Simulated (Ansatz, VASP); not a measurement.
# One calculation of GaP, two programs

File INCAR:

```
PREC = Accurate ; ENCUT = 520
EDIFF = 1E-6 ; ISMEAR = 0
SIGMA = 0.05 ; LREAL = F
LASPH = T ; NELM = 60
ALGO = Normal ; ISIF = 2
LWAVE = F ; LCHARG = F
GGA = PE ; NBANDS = 26
```

Contents of KPOINTS:

```
Automatic mesh
0
Gamma
  9 9 9
```

The input POSCAR:

```
GaP
1.0
    1.9079036617      1.1015286926      5.6030042800
   -1.9079036617      1.1015286926      5.6030042800
    0.0000000000     -2.2030573853      5.6030042800
Ga P
2 2
Direct
    0.4355841032      0.4355841032      0.4355841032
    0.5644158968      0.5644158968      0.5644158968
    0.0575077006      0.0575077006      0.0575077006
    0.9424922994      0.9424922994      0.9424922994
```

Input for Ansatz:

```yaml
crystal:
  lattice:
    - [1.9079036617, 1.1015286926, 5.60300428]
    - [-1.9079036617, 1.1015286926, 5.60300428]
    - [0.0, -2.2030573853, 5.60300428]
  atoms:
    - { symbol: Ga, position: [0.4355841032, 0.4355841032, 0.4355841032] }
    - { symbol: Ga, position: [0.5644158968, 0.5644158968, 0.5644158968] }
    - { symbol: P, position: [0.0575077006, 0.0575077006, 0.0575077006] }
    - { symbol: P, position: [0.9424922994, 0.9424922994, 0.9424922994] }
basis:
  ecutwfc: 420
kpoints:
  mp_grid: { grid: [9, 9, 9] }
hamiltonian:
  xc: pbe
  pseudopotentials: { kind: paw, azcp: { folder: soft_1 } }
scf:
  occupations: { method: gaussian, width: 0.05 }
output:
  forces: true
  stress: true
  eigenvalues: true
```

Alike in both runs: task single point; functional PBE; k mesh 9 × 9 × 9; occupations gaussian, width 0.05 eV; no spin polarisation.

```csv
,VASP,Ansatz
version,VASP 6.6.1,Ansatz 0.2.0
potentials or method,"VASP PAW PBE potentials, release 64 (Ga_d, P), cutoff 520 eV","scalar-relativistic, plane waves, PAW"
valence electrons in the cell,36,36
```

Ansatz gave:

| Property | Result |
| --- | --- |
| gap on the k mesh at the Fermi level (eV) | 0.50 |
| least direct gap on the mesh (eV) | 0.56 |
| pressure (GPa) | 22.8 |
| traceless stress, the component that is largest in VASP (GPa) | 30.82 |
| rms of the force components (eV/Å) | 2.023 |

Q: Estimate VASP's values.

A: gap on the k mesh at the Fermi level (eV): 0.49; least direct gap on the mesh (eV): 0.55; pressure (GPa): 22.6; traceless stress, the component that is largest in VASP (GPa): 30.59; rms of the force components (eV/Å): 1.982.

Atom by atom the forces differ by 0.046 eV/Å (rms over components). With one functional, cell and mesh, what is left measures potentials, basis and numerics.
